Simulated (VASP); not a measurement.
# NaH (Fm-3m) in VASP: further runs, part 2 of 2

VASP 6.6.1. The steps go on from the part before.

### 4 Single point, r2SCAN

This run uses another cell than the first one, of 15.11 Å³/atom, 1.040 times its volume.

Contents of POSCAR:

```
NaH
1.0
    0.0000000000      2.4721089453      2.4721089453
    2.4721089453      0.0000000000      2.4721089453
    2.4721089453      2.4721089453      0.0000000000
Na H
1 1
Direct
    0.0000000000      0.0000000000      0.0000000000
    0.5000000000      0.5000000000      0.5000000000
```

Contents of INCAR.step1:

```
SYSTEM = NaH
PREC     = Accurate       ! precision mode
ENCUT    = 520            ! plane-wave cutoff, eV
ISMEAR   = -1             ! smearing method
SIGMA    = 0.05           ! smearing width, eV
LREAL    = .FALSE.        ! projectors in reciprocal space
LASPH    = .TRUE.         ! aspherical terms in the spheres
NELM     = 80             ! most SCF steps
NBANDS   = 11             ! bands
GGA      = PE             ! functional
ALGO     = Normal         ! electronic algorithm
EDIFF    = 1E-4           ! SCF threshold, eV
LWAVE    = .TRUE.         ! write WAVECAR
LCHARG   = .FALSE.        ! write CHGCAR
```

Contents of INCAR.step2:

```
SYSTEM = NaH
PREC     = Accurate       ! precision mode
ENCUT    = 520            ! plane-wave cutoff, eV
EDIFF    = 1E-6           ! SCF threshold, eV
ISMEAR   = -1             ! smearing method
SIGMA    = 0.05           ! smearing width, eV
LREAL    = .FALSE.        ! projectors in reciprocal space
LASPH    = .TRUE.         ! aspherical terms in the spheres
NELM     = 80             ! most SCF steps
ALGO     = Normal         ! electronic algorithm
ISIF     = 2              ! what is computed and relaxed
LWAVE    = .FALSE.        ! write WAVECAR
LCHARG   = .FALSE.        ! write CHGCAR
METAGGA  = R2SCAN         ! meta-GGA
LMIXTAU  = .TRUE.       
NBANDS   = 11             ! bands
ISTART   = 1
```

Contents of KPOINTS:

```
regular mesh
0
G
  9 9 9
  0 0 0
```

Potentials or basis: VASP PAW PBE potentials, release 64 (Na_pv, H).

Started as:

```sh
$ cat potpaw_PBE.64/Na_pv/POTCAR potpaw_PBE.64/H/POTCAR > POTCAR
$ cp INCAR.step1 INCAR
$ mpirun -np 1 vasp_std > vasp.out
$ cp INCAR.step2 INCAR
$ mpirun -np 1 vasp_std > vasp.out
```

OUTCAR:

```text
SYSTEM = NaH
   PREC = Accurate
   ENCUT = 520
   EDIFF = 1E-6
   ISMEAR = -1
   LREAL = .FALSE.
   LASPH = .TRUE.
   NELM = 80
   ISIF = 2
   METAGGA = R2SCAN
   ISTART = 1

 ion  position               nearest neighbor table
   1  0.000  0.000  0.000-
   2  0.500  0.500  0.500-

  LATTYP: Found a face centered cubic cell.
 ALAT       =     4.9442178906

  Lattice vectors:

 A1 = (   0.0000000000,   2.4721089453,   2.4721089453)
[... 521 lines left out ...]

------------------------ aborting loop because EDIFF is reached ----------------------------------------

  FORCE on cell =-STRESS in cart. coord.  units (eV):
  Direction    XX          YY          ZZ          XY          YZ          ZX
  --------------------------------------------------------------------------------------
  -------------------------------------------------------------------------------------
  Total       -0.3963245     -0.3963245     -0.3963245     -0.0000000      0.0000000     -0.0000000
  in kB      -21.0149646    -21.0149646    -21.0149646     -0.0000000      0.0000000     -0.0000000
  external PRESSURE =     -21.0149646 kB  Pullay stress =       0.0000000 kB

 VOLUME and BASIS-vectors are now :
 -----------------------------------------------------------------------------
  energy-cutoff  :      520.00
  volume of cell :       30.22
      direct lattice vectors                 reciprocal lattice vectors
     0.000000000  2.472108945  2.472108945    -0.202256458  0.202256458  0.202256458
     2.472108945  0.000000000  2.472108945     0.202256458 -0.202256458  0.202256458
     2.472108945  2.472108945  0.000000000     0.202256458  0.202256458 -0.202256458

 POSITION                                       TOTAL-FORCE (eV/Angst)
 -----------------------------------------------------------------------------------
      0.00000      0.00000      0.00000         0.000000      0.000000      0.000000
      2.47211      2.47211      2.47211        -0.000000     -0.000000     -0.000000
 -----------------------------------------------------------------------------------
    total drift:                               -0.000000     -0.000000     -0.000000

  FREE ENERGIE OF THE ION-ELECTRON SYSTEM (eV)
  ---------------------------------------------------
  free  energy   TOTEN  =        -7.5827493681 eV

  energy  without entropy=       -7.5827493681  energy(sigma->0) =       -7.58274937
```

OSZICAR.step1:

```text
N       E                     dE             d eps       ncg     rms          rms(c)
DAV:   1     0.360028021772E+02    0.36003E+02   -0.44348E+03   776   0.710E+02
DAV:   2    -0.422951049877E+01   -0.40232E+02   -0.39693E+02   813   0.193E+02
DAV:   3    -0.549264960077E+01   -0.12631E+01   -0.12619E+01   938   0.315E+01
DAV:   4    -0.550183869625E+01   -0.91891E-02   -0.91882E-02   894   0.277E+00
DAV:   5    -0.550192854809E+01   -0.89852E-04   -0.89851E-04   887   0.279E-01    0.314E+00
DAV:   6    -0.516178506046E+01    0.34014E+00   -0.34584E-01   913   0.266E+00    0.143E+00
DAV:   7    -0.507355121379E+01    0.88234E-01   -0.32768E-01   875   0.205E+00    0.361E-01
DAV:   8    -0.507883169861E+01   -0.52805E-02   -0.10838E-02   818   0.924E-01    0.723E-02
DAV:   9    -0.507870530064E+01    0.12640E-03   -0.12894E-03   945   0.358E-01    0.227E-02
DAV:  10    -0.507869374596E+01    0.11555E-04   -0.67534E-05   527   0.514E-02
   1 F= -.50786937E+01 E0= -.50786937E+01  d E =-.700609E-11
```

It took 22 s on 1 thread of Intel Xeon 6975P-C (Granite Rapids), shared host; peak memory 0.15 GiB.

Results:

```
Free energy            : -7.5827 eV
Pressure               : -2.1 GPa
Band gap on the k mesh : 4.53 eV, indirect (least direct gap 5.19 eV)
```

Levels at points of the mesh, in eV from the valence-band top:
```tsv
k point	band 1	band 2	band 3	band 4	band 5	band 6	band 7	band 8
(0.00, 0.00, 0.00)	-22.97	-22.97	-22.97	-3.31	10.88	15.90	15.90	15.90
```

Caveat: the PAW data sets were made with another functional, which shifts forces and pressure a little. A k mesh can miss the band edges.

### 5 Single point, LDA

Contents of INCAR:

```
PREC = Accurate
ENCUT = 520
EDIFF = 1E-6
ISMEAR = -1
SIGMA = 0.05
LREAL = F
LASPH = T
NELM = 100
ALGO = Normal
ISIF = 2
LWAVE = F
LCHARG = F
GGA = CA
NBANDS = 11
```

Contents of KPOINTS:

```
Automatic mesh
0
Gamma
  9 9 9
```

Contents of POSCAR:

```
NaH
1.0
    0.0000000000      2.4400000000      2.4400000000
    2.4400000000      0.0000000000      2.4400000000
    2.4400000000      2.4400000000      0.0000000000
Na H
1 1
Direct
    0.0000000000      0.0000000000      0.0000000000
    0.5000000000      0.5000000000      0.5000000000
```

Potentials or basis: VASP PAW LDA potentials, release 64 (Na_pv, H).

Started as:

```sh
$ cat potpaw_LDA.64/Na_pv/POTCAR potpaw_LDA.64/H/POTCAR > POTCAR
$ mpirun -np 1 vasp_std > vasp.out
```

OUTCAR:

```text
PREC = Accurate
   ENCUT = 520
   EDIFF = 1E-6
   ISMEAR = -1
   LREAL = F
   LASPH = T
   NELM = 100
   ISIF = 2
   GGA = CA

 ion  position               nearest neighbor table
   1  0.000  0.000  0.000-
   2  0.500  0.500  0.500-

  LATTYP: Found a face centered cubic cell.
 ALAT       =     4.8800000000

  Lattice vectors:

 A1 = (   0.0000000000,   2.4400000000,   2.4400000000)
 A2 = (   2.4400000000,   0.0000000000,   2.4400000000)
 A3 = (   2.4400000000,   2.4400000000,   0.0000000000)

Analysis of symmetry for initial positions (statically):
=====================================================================
 Subroutine PRICEL returns:
 Original cell was already a primitive cell.

 Routine SETGRP: Setting up the symmetry group for a
 face centered cubic supercell.

 Subroutine GETGRP returns: Found 48 space group operations
 (whereof 48 operations were pure point group operations)
 out of a pool of 48 trial point group operations.

The static configuration has the point symmetry O_h .

[... 168 lines left out ...]
  band No.  band energies     occupation
      1     -23.5317      2.00000
      2     -23.5317      2.00000
      3     -23.5317      2.00000
      4      -5.0123      2.00000
      5       8.8222      0.00000
      6      13.6707      0.00000
      7      13.6707      0.00000
      8      13.6707      0.00000
      9      14.5795      0.00000
     10      14.5795      0.00000
     11      14.5795      0.00000
[... 309 lines left out ...]
 k-point    24 :       0.4444    0.4444    0.0000
  band No.  band energies     occupation
      1     -23.6087      2.00000
      2     -23.5610      2.00000
      3     -23.5610      2.00000
      4      -1.6887      2.00000
      5       3.1690      0.00000
      6       8.3363      0.00000
      7       8.9023      0.00000
      8       8.9023      0.00000
      9       9.9677      0.00000
     10      21.2920      0.00000
     11      22.9594      0.00000

 [... further k-points ...]

------------------------ aborting loop because EDIFF is reached ----------------------------------------

  FORCE on cell =-STRESS in cart. coord.  units (eV):
  Direction    XX          YY          ZZ          XY          YZ          ZX
  --------------------------------------------------------------------------------------
  -------------------------------------------------------------------------------------
  Total       -0.4838888     -0.4838888     -0.4838888     -0.0000000      0.0000000      0.0000000
  in kB      -26.6843504    -26.6843504    -26.6843504     -0.0000000      0.0000000      0.0000000
  external PRESSURE =     -26.6843504 kB  Pullay stress =       0.0000000 kB

 VOLUME and BASIS-vectors are now :
 -----------------------------------------------------------------------------
  energy-cutoff  :      520.00
  volume of cell :       29.05
      direct lattice vectors                 reciprocal lattice vectors
     0.000000000  2.440000000  2.440000000    -0.204918033  0.204918033  0.204918033
     2.440000000  0.000000000  2.440000000     0.204918033 -0.204918033  0.204918033
     2.440000000  2.440000000  0.000000000     0.204918033  0.204918033 -0.204918033

 POSITION                                       TOTAL-FORCE (eV/Angst)
 -----------------------------------------------------------------------------------
      0.00000      0.00000      0.00000         0.000000      0.000000      0.000000
      2.44000      2.44000      2.44000         0.000000      0.000000     -0.000000
 -----------------------------------------------------------------------------------
    total drift:                               -0.000000     -0.000000     -0.000000

  FREE ENERGIE OF THE ION-ELECTRON SYSTEM (eV)
  ---------------------------------------------------
  free  energy   TOTEN  =        -5.3796381040 eV

  energy  without entropy=       -5.3796381039  energy(sigma->0) =       -5.37963810
```

Wall time 8.6 s (1 thread of Intel Xeon Platinum 8375C at 2.90GHz (Ice Lake), shared host); peak memory 0.14 GiB.

What came out:

- Free energy: -5.3796 eV
- Pressure: -2.7 GPa
- Band gap on the k mesh: 3.67 eV, indirect (least direct gap 4.41 eV)

Levels at points of the mesh, in eV from the valence-band top:
```csv
k point,band 2,band 3,band 4,band 5,band 6,band 7
"(0.00, 0.00, 0.00)",-22.16,-22.16,-3.64,10.20,15.05,15.05
```

A k mesh can miss the band edges. LDA gaps usually lie below the measured ones, often by a third to a half.

### 6 Single point, PBEsol

Contents of INCAR:

```
SYSTEM = NaH
PREC = Accurate
ENCUT = 520
EDIFF = 1E-6
ISMEAR = -1
SIGMA = 0.05
LREAL = .False.
LASPH = .True.
NELM = 80
ALGO = Normal
ISIF = 2
LWAVE = .False.
LCHARG = .False.
GGA = PS
NBANDS = 11
```

Contents of KPOINTS:

```
Automatic mesh
0
Gamma
  9 9 9
  0 0 0
```

POSCAR is that of step 5.

Potentials or basis: VASP PAW PBE potentials, release 64 (Na_pv, H).

Started as:

```sh
$ cat potpaw_PBE.64/Na_pv/POTCAR potpaw_PBE.64/H/POTCAR > POTCAR
$ mpirun -np 1 vasp_std > vasp.out
```

Run time: 9 s. Hardware: 1 thread of Intel Xeon Platinum 8375C at 2.90GHz (Ice Lake), shared host; peak memory 0.15 GiB.

Results (log left out):

```
Free energy            : -5.0805 eV
Pressure               : -1.2 GPa
Band gap on the k mesh : 3.82 eV, indirect (least direct gap 4.55 eV)
```

Levels at points of the mesh, in eV from the valence-band top:
| k point | band 2 | band 3 | band 4 | band 5 | band 6 | band 7 |
| --- | --- | --- | --- | --- | --- | --- |
| (0.00, 0.00, 0.00) | -21.98 | -21.98 | -3.57 | 10.22 | 15.25 | 15.25 |

Caveat: the PAW data sets were made with another functional, which shifts forces and pressure a little. A k mesh can miss the band edges.

### 7 The runs side by side

```csv
level,potentials or basis,cell,gap on the mesh (eV),pressure (GPa)
r2SCAN,"VASP PAW PBE potentials, release 64 (Na_pv, H)","a = 3.451 Å, angles 60.0°, 2 atoms",4.61,-1.3
r2SCAN,"VASP PAW PBE potentials, release 64 (Na_pv, H)","a = 3.474 Å, angles 60.0°, 2 atoms",4.57,-1.7
r2SCAN,"VASP PAW PBE potentials, release 64 (Na_pv, H)","a = 3.496 Å, angles 60.0°, 2 atoms",4.53,-2.1
LDA,"VASP PAW LDA potentials, release 64 (Na_pv, H)","a = 3.451 Å, angles 60.0°, 2 atoms",3.67,-2.7
PBEsol,"VASP PAW PBE potentials, release 64 (Na_pv, H)","a = 3.451 Å, angles 60.0°, 2 atoms",3.82,-1.2
```

Alike in all rows: task single point; no spin polarisation; k mesh 9 × 9 × 9; cutoff (eV) 520; smearing fermi-dirac 0.05 eV.

Caveats: the PAW data sets were made with another functional, which shifts forces and pressure a little (some runs).

Absolute energies hang on the potentials; compare differences alone.
